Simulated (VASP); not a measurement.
Here is a VASP 6.6.1 calculation.

Contents of INCAR:

```
SYSTEM = TiAl
ALGO = Normal
EDIFF = 1E-7
EDIFFG = -0.005
ENCUT = 600
GGA = PS
IBRION = 2
ISIF = 3
ISMEAR = 0
LASPH = .True.
LCHARG = .False.
LREAL = .False.
LWAVE = .False.
NELM = 100
NSW = 100
PREC = Accurate
SIGMA = 0.1
```

File KPOINTS:

```
k-points
0
Gamma
  14 14 14
  0 0 0
```

File POSCAR:

```
TiAl
1.0
    3.1554155958      0.0000000000      0.0000000000
    0.0000000000      3.1554155958      0.0000000000
    0.0000000000      0.0000000000      3.1554155958
Ti Al
1 1
Direct
    0.5000000000      0.5000000000      0.5000000000
    0.0000000000      0.0000000000      0.0000000000
```

Potentials or basis: VASP PAW PBE potentials, release 64 (Ti_sv, Al).

Command:

```console
$ cat potpaw_PBE.64/Ti_sv/POTCAR potpaw_PBE.64/Al/POTCAR > POTCAR
$ mpirun -np 1 vasp_std > vasp.out
```

(1) Predict the relaxed volume.

(2) What does it give for the relaxed cell?

(3) Estimate the space group after relaxing (to 0.05 Å).

Answers

(1) 15.72 Å³/atom.

(2) a = 3.156 Å, b = 3.156 Å, c = 3.156 Å, α = 90.00°, β = 90.00°, γ = 90.00°.

(3) Pm-3m (No. 221).

Caveat: the PAW data sets were made with another functional, which shifts forces and pressure a little.
